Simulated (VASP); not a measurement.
**MnSb: single point with PBE**

The system is MnSb.

```
Mn Sb
1.0
     3.36364    0.00000    0.00000
     0.00000    3.36364    0.00000
     0.00000    0.00000    3.36364
Mn Sb
1 1
Cartesian
  0.0000 0.0000 0.0000
  1.6818 1.6818 1.6818
```

```
Program                : VASP 6.6.1
Task                   : single point
Functional             : PBE
Potentials or basis    : VASP PAW PBE potentials, release 64 (Mn_pv, Sb)
Cutoff                 : 520 eV
k mesh                 : 12 × 12 × 12
Occupations            : gaussian, width 0.1 eV
Spin                   : collinear spin
Starting moments       : [3.44, -0.11] μB
Dipole correction      : no
Further INCAR settings : ALGO = Normal; EDIFF = 1e-07; NBANDS = 20
```

* Pressure: 0.0 GPa
* Net moment: 3.13 μB per cell
* Site moments: Mn +3.23; Sb -0.11 μB
* Valence electrons inside the program's atomic spheres: Mn 11.52; Sb 2.44

Levels at points of the mesh, in eV from the Fermi level:
Spin up:
| k point | band 9 | band 10 | band 11 | band 12 | band 13 | band 14 |
| --- | --- | --- | --- | --- | --- | --- |
| (0.00, 0.00, 0.00) | -1.80 | 0.72 | 0.72 | 0.72 | 4.09 | 6.50 |
| (0.50, 0.00, 0.00) | -1.78 | -1.26 | 4.11 | 4.11 | 6.41 | 6.79 |
| (0.50, 0.50, 0.00) | -2.16 | -1.38 | -1.03 | 0.47 | 4.15 | 9.12 |
| (0.50, 0.50, 0.50) | -1.36 | 1.13 | 1.13 | 1.13 | 1.34 | 1.34 |
Spin down:
| k point | band 4 | band 5 | band 6 | band 7 | band 8 | band 9 | band 10 | band 11 |
| --- | --- | --- | --- | --- | --- | --- | --- | --- |
| (0.00, 0.00, 0.00) | -12.57 | -0.72 | -0.72 | 0.71 | 0.71 | 0.71 | 1.23 | 1.23 |
| (0.50, 0.00, 0.00) | -10.52 | -6.82 | -0.57 | -0.57 | -0.25 | 1.26 | 1.73 | 4.96 |
| (0.50, 0.50, 0.00) | -8.92 | -4.68 | -4.68 | -1.48 | 0.65 | 0.65 | 1.74 | 1.81 |
| (0.50, 0.50, 0.50) | -6.60 | -4.10 | -4.10 | -4.10 | 1.68 | 1.68 | 1.68 | 1.77 |

It took 2.3 min on 1 thread of Intel(R) Xeon(R) Platinum 8259CL CPU @ 2.50GHz (Skylake/Cascade Lake), on a shared host, peak memory 0.25 GiB.

Caveat: spin-orbit coupling is left out, which moves the levels of the heavy elements; a cell with one magnetic atom can't hold antiferromagnetic order, which such compounds often take.
